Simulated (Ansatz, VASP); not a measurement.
Ag in VASP and in Ansatz

```
Ag
1.0
     0.00000    2.00118    2.00118
     2.00118    0.00000    2.00118
     2.00118    2.00118    0.00000
Ag
1
Direct
  0.00000 0.00000 0.00000
```

Alike in both runs: functional LDA; k mesh 16 × 16 × 16; occupations fermi-dirac, width 0.15 eV; no spin polarisation.

Ansatz relaxed the structure, and its values are those at the end. VASP's run is a single point on that final structure, the one shown.

|  | VASP | Ansatz |
| --- | --- | --- |
| version | VASP 6.6.1 | Ansatz 0.2.0 |
| potentials or method | VASP PAW LDA potentials, release 64 (Ag), cutoff 520 eV | scalar-relativistic, plane waves, PAW |
| valence electrons in the cell | 11 | 19 |

|  | VASP | Ansatz | Ansatz less VASP |
| --- | --- | --- | --- |
| gap on the k mesh at the Fermi level (eV) | none | none | - |
| pressure (GPa) | 0.1 | 0.0 | -0.08 |

Ansatz warns that its potentials were made for another functional, while VASP's fit it. LDA's correlation is that of Perdew and Zunger in VASP and of Perdew and Wang (1992) in Ansatz. A gap of «none» marks a metal or a gap that the smearing closes. VASP's potentials hold 11 valence electrons a cell and Ansatz's 19, so a difference there can come from the potentials and not from the codes.
